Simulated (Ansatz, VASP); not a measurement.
One calculation of TaN, two programs

```
Ta N
1.0
     2.99760    0.00000    0.00000
    -1.49880    2.59600    0.00000
     0.00000    0.00000    2.94686
Ta N
1 1
Direct
  0.00000 0.00000 0.50000
  0.66667 0.33333 0.00000
```

Change from the starting cell: volume scaled by 1.06, PAW files.

Alike in both runs: task electric field gradients; functional r2SCAN; k mesh 13 × 13 × 11; occupations fermi-dirac, width 0.05 eV; no spin polarisation.

|  | VASP | Ansatz |
| --- | --- | --- |
| version | VASP 6.6.1 | Ansatz 0.2.0 |
| potentials or method | VASP PAW PBE potentials, release 64 (Ta_pv, N) | PAW with Ansatz's default frozen-core files, scalar-relativistic |
| plane-wave cutoff (eV) | 520 | 500 |
| valence electrons in the cell | 16 | 18 |

|  | VASP | Ansatz | Ansatz less VASP |
| --- | --- | --- | --- |
| pressure (GPa) | -18.6 | -19.8 | -1.25 |
| traceless stress, the component that is largest in VASP (GPa) | -1.55 | -1.68 | -0.122 |
| size of Vzz on the site where it differs most (V/Å²) | 15.6 | 49.9 | +34.27 |

VASP's potentials were made for PBE, not for r2SCAN. With one functional, cell and mesh, what is left measures potentials, basis and numerics. VASP's potentials hold 16 valence electrons a cell and Ansatz's 18, so a difference there can come from the potentials and not from the codes.

Spin-orbit coupling is off throughout.
